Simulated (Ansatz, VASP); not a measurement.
## SiO2: VASP beside Ansatz

INCAR

```
SYSTEM = SiO2
  PREC = Accurate
  ENCUT = 520
  EDIFF = 1E-6
  ISMEAR = 0
  SIGMA = 0.05
  LREAL = .FALSE.
  LASPH = .TRUE.
  NELM = 60
  ALGO = Normal
  ISIF = 2
  LWAVE = .FALSE.
  LCHARG = .FALSE.
  NBANDS = 25
```

Contents of KPOINTS:

```
Automatic mesh
0
G
  6 6 10
  0 0 0
```

File POSCAR:

```
SiO2
1.0
    3.8278249871      0.0000000000      0.0000000000
    0.0000000000      3.8278249871      0.0000000000
    0.0000000000      0.0000000000      2.7345981708
Si O
2 4
Direct
    0.5000000000      0.5000000000      0.5000000000
    0.0000000000      0.0000000000      0.0000000000
    0.6944252994      0.6944252994      0.0000000000
    0.1944252994      0.8055747006      0.5000000000
    0.3055747006      0.3055747006      0.0000000000
    0.8055747006      0.1944252994      0.5000000000
```

Input for Ansatz:

```yaml
crystal:
  lattice:
    - [3.8278249871, 0.0, 0.0]
    - [0.0, 3.8278249871, 0.0]
    - [0.0, 0.0, 2.7345981708]
  atoms:
    - { symbol: Si, position: [0.5, 0.5, 0.5] }
    - { symbol: Si, position: [0.0, 0.0, 0.0] }
    - { symbol: O, position: [0.6944252994, 0.6944252994, 0.0] }
    - { symbol: O, position: [0.1944252994, 0.8055747006, 0.5] }
    - { symbol: O, position: [0.3055747006, 0.3055747006, 0.0] }
    - { symbol: O, position: [0.8055747006, 0.1944252994, 0.5] }
basis:
  ecutwfc: 520.0
kpoints:
  mp_grid: { grid: [6, 6, 10] }
hamiltonian:
  xc: lda
  pseudopotentials: { kind: paw, azcp: { folder: soft_1 } }
scf:
  occupations: { method: gaussian, width: 0.05 }
output:
  forces: true
  stress: true
  eigenvalues: true
```

Alike in both runs: task single point; functional LDA; k mesh 6 × 6 × 10; occupations gaussian, width 0.05 eV; no spin polarisation.

```csv
,VASP,Ansatz
version,VASP 6.6.1,Ansatz 0.2.0
potentials or method,"VASP PAW LDA potentials, release 64 (Si, O), cutoff 520 eV","scalar-relativistic, plane waves, PAW"
valence electrons in the cell,32,32
```

|  | VASP | Ansatz | Ansatz less VASP |
| --- | --- | --- | --- |
| gap on the k mesh at the Fermi level (eV) | 5.45 | 5.50 | +0.057 |
| least direct gap on the mesh (eV) | 5.45 | 5.50 | +0.057 |
| rms of the force components (eV/Å) | 0.376 | 0.383 | +0.0065 |

Ansatz warns that its potentials were made for another functional, while VASP's fit it. LDA's correlation is that of Perdew and Zunger in VASP and of Perdew and Wang (1992) in Ansatz. Atom by atom the forces differ by 0.007 eV/Å (rms over components).
